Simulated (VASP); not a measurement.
Set up this calculation in VASP 6.6.1, as the native input.

* Task: relaxation of cell and atoms
* Functional: r2SCAN
* Potentials or basis: VASP PAW PBE potentials, release 64 (Tl_d)
* Cutoff: 550 eV
* k mesh: 8 × 8 × 8
* Occupations: fermi-dirac, width 0.1 eV
* Spin: no spin polarisation
* Dipole correction: no
* Further INCAR settings: ALGO = Normal; EDIFF = 1e-07; IBRION = 2; EDIFFG = -0.01; NSW = 80; ISIF = 3

Tl:

```
Tl
1.0
     0.00000    3.35755    3.35755
     3.35755    0.00000    3.35755
     3.35755    3.35755    0.00000
Tl
2
Cartesian
  0.8394 0.8394 0.8394
  5.8757 5.8757 5.8757
```

The input as run:

POSCAR

```
Tl
1.0
    0.0000000000      3.3575531457      3.3575531457
    3.3575531457      0.0000000000      3.3575531457
    3.3575531457      3.3575531457      0.0000000000
Tl
2
Direct
    0.1250000000      0.1250000000      0.1250000000
    0.8750000000      0.8750000000      0.8750000000
```

INCAR.step1

```
SYSTEM = Tl
ALGO = Normal
EDIFF = 1E-5
EDIFFG = -0.005
ENCUT = 550
GGA = PE
GGA_COMPAT = .FALSE.
IBRION = 2
ISIF = 3
ISMEAR = -1
LASPH = .TRUE.
LCHARG = .FALSE.
LREAL = .FALSE.
LWAVE = .TRUE.
NELM = 120
NELMIN = 4
NSW = 100
PREC = Accurate
SIGMA = 0.1
```

INCAR.step2

```
SYSTEM = Tl
ALGO = Normal
EDIFF = 1E-7
EDIFFG = -0.01
ENCUT = 550
GGA_COMPAT = .FALSE.
IBRION = 2
ISIF = 3
ISMEAR = -1
ISTART = 1
LASPH = .TRUE.
LCHARG = .FALSE.
LMIXTAU = .TRUE.
LREAL = .FALSE.
LWAVE = .FALSE.
METAGGA = R2SCAN
NELM = 120
NELMIN = 4
NSW = 80
PREC = Accurate
SIGMA = 0.1
```

KPOINTS

```
k-points
0
G
  8 8 8
  0 0 0
```

Potentials or basis: VASP PAW PBE potentials, release 64 (Tl_d).

Command:

```bash
$ cat potpaw_PBE.64/Tl_d/POTCAR > POTCAR
$ cp INCAR.step1 INCAR
$ mpirun -np 1 vasp_std > vasp.out
$ cp INCAR.step2 INCAR
$ mpirun -np 1 vasp_std > vasp.out
```

It gave:

| Item | Value |
| --- | --- |
| Relaxed volume | 42.08 Å³/atom |
| Relaxed cell | a = 4.919 Å, b = 4.919 Å, c = 4.919 Å, α = 60.00°, β = 60.00°, γ = 60.00° |
| Space group after relaxing (to 0.05 Å) | Fd-3m (No. 227) |
| Energy gained by relaxing | 29.4 meV/atom |
| Ionic steps | 3 |
| Pressure after relaxing | 0.0 GPa |
| Band gap on the k mesh | zero (band 13 reaches 5.47 eV, above the bottom of band 14 at 2.10 eV) |

Caveat: the PAW data sets were made with another functional, which shifts forces and pressure a little; spin-orbit coupling is left out, which moves the levels of the heavy elements.

Wall time 7 min on 1 thread of AMD EPYC 9R45 96-Core Processor (Zen 5) (shared host), peak memory 0.21 GiB.
